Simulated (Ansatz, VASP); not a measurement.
SnO in VASP and in Ansatz

```
Sn O
1.0
     3.31561    0.00000    0.00000
     0.00000    5.70500    0.00000
     0.00000    0.00000    3.89416
Sn O
2 2
Direct
  0.00000 0.23379 0.52617
  0.50000 0.76621 0.02617
  0.00000 0.88536 0.72383
  0.50000 0.11464 0.22383
```

Alike in both runs: functional PBEsol; k mesh 8 × 6 × 8; occupations gaussian, width 0.02 eV; no spin polarisation.

Ansatz relaxed the structure, and its values are those at the end. VASP's run is a single point on that final structure, the one shown.

|  | VASP | Ansatz |
| --- | --- | --- |
| version | VASP 6.6.1 | Ansatz 0.2.0 |
| potentials or method | VASP PAW PBE potentials, release 64 (Sn_d, O), cutoff 520 eV | scalar-relativistic, plane waves, PAW |
| valence electrons in the cell | 40 | 40 |

```tsv
	VASP	Ansatz	Ansatz less VASP
gap on the k mesh at the Fermi level (eV)	1.23	1.24	+0.011
least direct gap on the mesh (eV)	1.85	1.86	+0.012
pressure (GPa)	0.2	0.0	-0.25
rms of the force components (eV/Å)	0.037	0.000	-0.0367
```

VASP's potentials were made for PBE, not for PBEsol. The functional is the same, so the differences come from potentials, cutoffs and numerics.
